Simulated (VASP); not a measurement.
# LaH3 in VASP: single point with PBEsol

Aim: the single point of LaH3 with PBEsol.

Program: VASP 6.6.1. These are calculated values, not measurements. Logs are shortened: lines on timing, memory, paths and dates and some standing lists are left out, and cuts for length are marked.

### 1 The cell of the first run

The typed cell holds 8 atoms: a = 3.877 Å, b = 7.759 Å, c = 3.911 Å, α = 120.16°, β = 120.11°, γ = 89.43°.

### 2 Single point, PBEsol

File INCAR:

```
SYSTEM = LaH3
PREC     = Accurate       ! precision mode
ENCUT    = 520            ! plane-wave cutoff, eV
EDIFF    = 1E-6           ! SCF threshold, eV
ISMEAR   = -1             ! smearing method
SIGMA    = 0.05           ! smearing width, eV
LREAL    = .False.        ! projectors in reciprocal space
LASPH    = .True.         ! aspherical terms in the spheres
NELM     = 80             ! most SCF steps
ALGO     = Normal         ! electronic algorithm
ISIF     = 2              ! what is computed and relaxed
LWAVE    = .False.        ! write WAVECAR
LCHARG   = .True.         ! write CHGCAR
GGA      = PS             ! functional
LELF     = .True.         ! ELF
LVHAR    = .True.       
NBANDS   = 24             ! bands
```

File KPOINTS:

```
regular mesh
0
Gamma
  6 6 6
  0 0 0
```

File POSCAR:

```
LaH3
1.0
   -1.9311969983      1.9270203703      2.7552851410
    3.8538757817     -3.8661107381      5.5136468543
    1.9587985297      1.9604184715     -2.7595271876
La H
2 6
Direct
    0.0064981020      0.0010027751      0.0001857337
    0.0065709066      0.5010138409      0.0002447843
    0.7575341923      0.1258561674      0.5049897534
    0.2569647841      0.3760775944      0.5048896978
    0.5094305466      0.2510268114      0.0181149895
    0.7559727500      0.6259201401      0.4954440983
    0.2554311901      0.8761314747      0.4953635507
    0.5033507135      0.7508857320     -0.0180855341
```

Potentials or basis: VASP PAW PBE potentials, release 64 (La, H).

Launch:

```console
$ cat potpaw_PBE.64/La/POTCAR potpaw_PBE.64/H/POTCAR > POTCAR
$ mpirun -np 1 vasp_std > vasp.out
```

OUTCAR:

```text
SYSTEM = LaH3
   PREC = Accurate
   ENCUT = 520
   EDIFF = 1E-6
   ISMEAR = -1
   LREAL = .False.
   LASPH = .True.
   NELM = 80
   ISIF = 2
   GGA = PS

 ion  position               nearest neighbor table
   1  0.006  0.001  0.000-
   2  0.007  0.501  0.000-
   3  0.758  0.126  0.505-
   4  0.257  0.376  0.505-
   5  0.509  0.251  0.018-
   6  0.756  0.626  0.495-
   7  0.255  0.876  0.495-
   8  0.503  0.751  0.982-

  LATTYP: Found a triclinic cell.
 ALAT       =     3.8774380152
 B/A-ratio  =     1.0086293855
 C/A-ratio  =     1.7301381976
 COS(alpha) =     0.0018994876
 COS(beta)  =     0.2810009323
 COS(gamma) =     0.5017285130

  Lattice vectors:

 A1 = (   1.9311969983,  -1.9270203703,  -2.7552851410)
 A2 = (   1.9587985297,   1.9604184715,  -2.7595271876)
 A3 = (   5.8126743114,  -1.9056922666,   2.7541196667)

Analysis of symmetry for initial positions (statically):
=====================================================================
 Subroutine PRICEL returns:
 Original cell was already a primitive cell.

 Routine SETGRP: Setting up the symmetry group for a
 triclinic supercell.

 Subroutine GETGRP returns: Found  1 space group operations
 (whereof  1 operations were pure point group operations)
 out of a pool of  2 trial point group operations.

The static configuration has the point symmetry C_1 .

Analysis of symmetry for dynamics (positions and initial velocities):
=====================================================================
 Subroutine PRICEL returns:
 Original cell was already a primitive cell.

 Routine SETGRP: Setting up the symmetry group for a
 triclinic supercell.

 Subroutine GETGRP returns: Found  1 space group operations
 (whereof  1 operations were pure point group operations)
 out of a pool of  2 trial point group operations.

The dynamic configuration has the point symmetry C_1 .

 Subroutine INISYM returns: Found  1 space group operations
 (whereof  1 operations are pure point group operations),
 and found     1 'primitive' translations

----------------------------------------------------------------------------------------

                                     Primitive cell

  volume of cell :      83.2592

  direct lattice vectors                    reciprocal lattice vectors
    -1.931196998  1.927020370  2.755285141    -0.001686510  0.257449022  0.181699346
     3.853875782 -3.866110738  5.513646854     0.128744663 -0.000815019  0.090807975
     1.958798530  1.960418471 -2.759527188     0.255553122  0.255424820  0.000477116

  length of vectors
     3.877438015  7.758831898  3.910897923     0.315115051  0.157549804  0.361316294

  position of ions in fractional coordinates (direct lattice)
     0.006498102  0.001002775  0.000185734
     0.006570907  0.501013841  0.000244784
     0.757534192  0.125856167  0.504989753
     0.256964784  0.376077594  0.504889698
     0.509430547  0.251026811  0.018114989
     0.755972750  0.625920140  0.495444098
     0.255431190  0.876131475  0.495363551
     0.503350713  0.750885732  0.981914466

  ion indices of the primitive-cell ions
   primitive index   ion index
                 1           1
                 2           2
                 3           3
                 4           4
                 5           5
                 6           6
                 7           7
                 8           8

----------------------------------------------------------------------------------------

 KPOINTS: regular mesh

Automatic generation of k-mesh.
 Grid dimensions read from file:
 generate k-points for:    6    6    6

 Generating k-lattice:

  Cartesian coordinates                     Fractional coordinates (reciprocal lattice)
    -0.000281085  0.042908170  0.030283224     0.166666667  0.000000000  0.000000000
     0.021457444 -0.000135837  0.015134663     0.000000000  0.166666667  0.000000000
     0.042592187  0.042570803  0.000079519    -0.000000000 -0.000000000  0.166666667

  Length of vectors
     0.052519175  0.026258301  0.060219382

  Shift w.r.t. Gamma in fractional coordinates (k-lattice)
     0.000000000  0.000000000  0.000000000

 Subroutine IBZKPT returns following result:
 ===========================================

 Found    112 irreducible k-points:

 Following reciprocal coordinates:
            Coordinates               Weight
  0.000000  0.000000  0.000000      1.000000
  0.166667  0.000000  0.000000      2.000000
  0.333333  0.000000  0.000000      2.000000
  0.500000  0.000000  0.000000      1.000000
  0.000000  0.166667 -0.000000      2.000000
  0.166667  0.166667  0.000000      2.000000
[... 16 lines left out ...]
  0.333333  0.000000  0.166667      2.000000
  0.500000  0.000000  0.166667      2.000000
 [... further k-points ...]
   k-points           NKPTS =    112   k-points in BZ     NKDIM =    112   number of bands    NBANDS=     24
   number of dos      NEDOS =    301   number of ions     NIONS =      8
   total plane-waves  NPLWV =  54000
   dimension x,y,z NGX =    30 NGY =   60 NGZ =   30
   dimension x,y,z NGXF=    60 NGYF=  120 NGZF=   60
   ions per type =               2   6
   NGX,Y,Z   is equivalent  to a cutoff of  12.86, 12.86, 12.75 a.u.
   NGXF,Y,Z  is equivalent  to a cutoff of  25.73, 25.71, 25.51 a.u.
 SYSTEM =  LaH3
   PREC   = accura    normal or accurate (medium, high low for compatibility)
   ISTART =      0    job   : 0-new  1-cont  2-samecut
   ICHARG =      2    charge: 1-file 2-atom 10-const
   ISPIN  =      1    spin polarized calculation?
   LNONCOLLINEAR =      F non collinear calculations
   LSORBIT =      F    spin-orbit coupling
   LASPH  =      T    aspherical Exc in radial PAW
   ENCUT  =  520.0 eV  38.22 Ry    6.18 a.u.   7.21 14.43  7.27*2*pi/ulx,y,z
   NELM   =     80;   NELMIN=  2; NELMDL= -5     # of ELM steps
   EDIFF  = 0.1E-05   stopping-criterion for ELM
   LREAL  =      F    real-space projection
   EDIFFG = 0.1E-04   stopping-criterion for IOM
   NSW    =      0    number of steps for IOM
   IBRION =     -1    ionic relax: 0-MD 1-quasi-New 2-CG
   NFREE  =      0    steps in history (QN), initial steepest desc. (CG)
   ISIF   =      2    stress and relaxation
   ISYM   =      2    0-nonsym 1-usesym 2-fastsym
   POTIM  = 0.5000    time-step for ionic-motion
   TEBEG  =    0.0;   TEEND  =   0.0 temperature during run
   PSTRESS=    0.0 pullay stress
   NELECT =      28.0000    total number of electrons
   NUPDOWN=      -1.0000    fix difference up-down
   EMIN   =  10.00;   EMAX   =-10.00  energy-range for DOS
   EFERMI =   0.00;   METHOD = LEGACY
   ISMEAR =    -1;   SIGMA  =   0.05  broadening in eV -4-tet -1-fermi 0-gaus
   EFERMI_NEDOS =   21; number of points for ismear=-14 and -15
   IALGO  =     38    algorithm
   IMIX   =      4    mixing-type and parameters
     AMIX     =   0.40;   BMIX     =  1.00
     AMIX_MAG =   1.60;   BMIX_MAG =  1.00
  volume/ion in A,a.u.               =      10.41        70.23
  Fermi-wavevector in a.u.,A,eV,Ry     =   1.138457  2.151372 17.634309  1.296085
  Thomas-Fermi vector in A             =   2.275162
   LORBIT       =      0    0 simple, 1 ext, 2 COOP (PROOUT), +10 PAW based schemes
   GGA     = PS    functional components
   LHFCALC =     F    Hartree Fock is set to
   AEXX    =    0.0000 exact exchange contribution
   IVDW    =     0    specifies the selected vdW correction
   LEPSILON=     F    determine dielectric tensor
   LRPA    =     F    only Hartree local field effects (RPA)
 non-spin polarized calculation
  energy-cutoff  :      520.00
  volume of cell :       83.26
 maximum number of plane-waves:      2256
 NGX is ok and might be reduce to    30
   NGX = 15   NGY = 29   NGZ = 15

 number of electron      28.0000000 magnetization

 Free energy of the ion-electron system (eV)
  ---------------------------------------------------
  ext. energy  EPLUGINS =         0.00000000
  ---------------------------------------------------
  free energy    TOTEN  =       -35.41291486 eV

  energy without entropy =      -35.41124162  energy(sigma->0) =      -35.41207824

 E-fermi :   7.9479     XC(G=0): -10.3489

 val. band max:        7.9102322401   @ k =   0.0000   0.0000   0.0000
 cond. band min:       8.0178508479   @ k =   0.5000   0.0000   0.0000
 fundamental gap:      0.1076186078
 Fermi energy:         7.9478800937

 k-point     1 :       0.0000    0.0000    0.0000
  band No.  band energies     occupation
      1     -25.2427      2.00000
      2     -25.0891      2.00000
      3      -9.7759      2.00000
      4      -8.5904      2.00000
      5      -8.5667      2.00000
      6      -8.4370      2.00000
[... 16 lines left out ...]
     23       9.5045      0.00000
     24       9.5106      0.00000

 k-point     2 :       0.1667    0.0000    0.0000
  band No.  band energies     occupation
      1     -25.2050      2.00000
      2     -25.0761      2.00000
      3      -9.6432      2.00000
      4      -8.8145      2.00000
      5      -8.7901      2.00000
      6      -8.6584      2.00000
[... 16 lines left out ...]
     23       9.5364      0.00000
     24       9.9332      0.00000

 k-point     3 :       0.3333    0.0000    0.0000
  band No.  band energies     occupation
      1     -25.1283      2.00000
      2     -25.0497      2.00000
      3      -9.5693      2.00000
      4      -9.4781      2.00000
      5      -8.9621      2.00000
      6      -8.7915      2.00000
[... 16 lines left out ...]
     23       9.8910      0.00000
     24       9.9001      0.00000
[... 514 lines left out ...]
 k-point    23 :       0.3333    0.0000    0.1667
  band No.  band energies     occupation
      1     -25.0780      2.00000
      2     -25.0500      2.00000
      3      -9.6378      2.00000
      4      -9.5691      2.00000
      5      -8.9665      2.00000
      6      -8.8063      2.00000
[... 16 lines left out ...]
     23       9.8960      0.00000
     24       9.9081      0.00000

 k-point    24 :       0.5000    0.0000    0.1667
  band No.  band energies     occupation
      1     -25.0901      2.00000
      2     -25.0371      2.00000
      3      -9.5503      2.00000
      4      -9.5020      2.00000
      5      -9.0898      2.00000
      6      -8.8730      2.00000
[... 16 lines left out ...]
     23       9.9120      0.00000
     24       9.9192      0.00000

 [... further k-points ...]
[... 5 lines left out ...]
  --------------------------------------------------------------------------------------
  -------------------------------------------------------------------------------------
  Total       -0.0888540     -0.0927529     -0.0889845      0.0161159      0.0066578     -0.0003788
  in kB       -1.7098393     -1.7848662     -1.7123509      0.3101224      0.1281185     -0.0072891
  external PRESSURE =      -1.7356854 kB  Pullay stress =       0.0000000 kB

 VOLUME and BASIS-vectors are now :
 -----------------------------------------------------------------------------
  energy-cutoff  :      520.00
  volume of cell :       83.26
      direct lattice vectors                 reciprocal lattice vectors
    -1.931196998  1.927020370  2.755285141    -0.001686510  0.257449022  0.181699346
     3.853875782 -3.866110738  5.513646854     0.128744663 -0.000815019  0.090807975
     1.958798530  1.960418471 -2.759527188     0.255553122  0.255424820  0.000477116

 POSITION                                       TOTAL-FORCE (eV/Angst)
 -----------------------------------------------------------------------------------
     -0.00832      0.00901      0.02292         0.000579      0.000354     -0.000072
      1.91863     -1.92383      2.77984        -0.000267     -0.001146     -0.001193
      0.01126      1.96320      1.38762         0.001240     -0.000534     -0.000380
      1.94208      0.03101      1.38831        -0.000955      0.001302      0.000677
      0.01910      0.04670      2.73771         0.000396      0.000065     -0.000556
      1.92276      0.00818      4.16683         0.000435     -0.000519      0.000057
      3.85353     -1.92388      4.16750        -0.001479      0.000173      0.000866
      3.84512     -0.00808      2.81737         0.000052      0.000305      0.000601
 -----------------------------------------------------------------------------------
    total drift:                                0.000104     -0.000058     -0.000474

  FREE ENERGIE OF THE ION-ELECTRON SYSTEM (eV)
  ---------------------------------------------------
  free  energy   TOTEN  =       -35.4129148551 eV

  energy  without entropy=      -35.4112416168  energy(sigma->0) =      -35.41207824
```

Wall time 9.6 min (1 thread of AMD EPYC 7R13, shared host); peak memory 0.35 GiB.

Results:

```yaml
Free_energy: -35.4129 eV
Pressure: -0.2 GPa
Band_gap_on_the_k_mesh: 0.11 eV
```

Levels at points of the mesh, in eV from the valence-band top:
```
           k point  band 11  band 12  band 13  band 14  band 15  band 16  band 17  band 18
(0.00, 0.00, 0.00)    -3.85    -2.90    -2.06     0.00     0.25     0.31     0.35     0.41
(0.50, 0.00, 0.00)    -5.52    -3.85    -2.82    -2.06     0.11     0.25     1.57     1.58
(0.00, 0.50, 0.00)    -4.09    -4.09    -1.26    -1.25     0.47     0.47     0.58     0.58
(0.50, 0.50, 0.00)    -4.65    -4.65    -3.49    -3.48     1.07     1.07     1.35     1.35
(0.00, 0.00, 0.50)    -5.51    -3.86    -2.89    -2.05     0.14     0.24     1.57     1.59
(0.50, 0.00, 0.50)    -5.51    -3.86    -2.87    -2.05     0.14     0.23     1.56     1.59
(0.00, 0.50, 0.50)    -4.64    -4.62    -3.55    -3.46     1.13     1.14     1.34     1.36
(0.50, 0.50, 0.50)    -4.65    -4.62    -3.54    -3.46     1.11     1.12     1.34     1.36
```

Caveat: the PAW data sets were made with another functional, which shifts forces and pressure a little; spin-orbit coupling is left out, which moves the levels of the heavy elements.
